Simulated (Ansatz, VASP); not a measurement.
GaP in VASP and in Ansatz

```xyz
2
Lattice="0.0000 2.6571 2.7252 2.6571 0.0000 2.7252 2.6571 2.6571 0.0000" Properties=species:S:1:pos:R:3 pbc="T T T"
Ga    0.0000    0.0000    0.0000
P     3.9857    3.9857    4.0879
```

Change from the starting cell: strain -0.025 along x and y, +0.000 along z, atoms carried along.

Alike in both runs: task single point; functional r2SCAN; k mesh 8 × 8 × 8; occupations gaussian, width 0.05 eV; no spin polarisation.

|  | VASP | Ansatz |
| --- | --- | --- |
| version | VASP 6.6.1 | Ansatz 0.2.0 |
| potentials or method | VASP PAW PBE potentials, release 64 (Ga_d, P), cutoff 520 eV | scalar-relativistic, plane waves, PAW |
| valence electrons in the cell | 18 | 18 |

Ansatz gave:

- gap on the k mesh at the Fermi level (eV): 1.68
- least direct gap on the mesh (eV): 2.76
- pressure (GPa): 5.0
- traceless stress, the component that is largest in VASP (GPa): -1.46

Task: Which values does VASP return?

Result: gap on the k mesh at the Fermi level (eV): 1.68; least direct gap on the mesh (eV): 2.74; pressure (GPa): 5.0; traceless stress, the component that is largest in VASP (GPa): -1.45.

VASP's potentials were made for PBE, not for r2SCAN. The functional is the same, so the differences come from potentials, cutoffs and numerics.
